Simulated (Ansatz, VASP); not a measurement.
## Two plane-wave programs on HfBe2Si2

```
Hf Be Si
1.0
    -1.82475    1.82475    5.04321
     1.82475   -1.82475    5.04321
     1.82475    1.82475   -5.04321
Hf Be Si
1 2 2
Direct
  0.50000 0.50000 0.00000
  0.75000 0.25000 0.50000
  0.25000 0.75000 0.50000
  0.11603 0.11603 0.00000
  0.88397 0.88397 0.00000
```

Change from the starting cell: species swapped into the KCu2Se2 type (Fmmm, No. 69).

Alike in both runs: functional PBE; k mesh 14 × 14 × 14; occupations gaussian, width 0.1 eV; no spin polarisation.

Ansatz relaxed the structure, and its values are those at the end. VASP's run is a single point on that final structure, the one shown.

```csv
,VASP,Ansatz
version,VASP 6.6.1,Ansatz 0.2.0
potentials or method,"VASP PAW PBE potentials, release 64 (Hf_pv, Be, Si), cutoff 520 eV","scalar-relativistic, plane waves, PAW"
valence electrons in the cell,22,38
```

|  | VASP | Ansatz | Ansatz less VASP |
| --- | --- | --- | --- |
| gap on the k mesh at the Fermi level (eV) | none | none | - |
| pressure (GPa) | -0.2 | 0.0 | +0.19 |
| rms of the force components (eV/Å) | 0.008 | 0.000 | -0.0073 |

A gap of «none» marks a metal or a gap that the smearing closes. VASP's potentials hold 22 valence electrons a cell and Ansatz's 38, so a difference there can come from the potentials and not from the codes.

Spin-orbit coupling is off throughout.
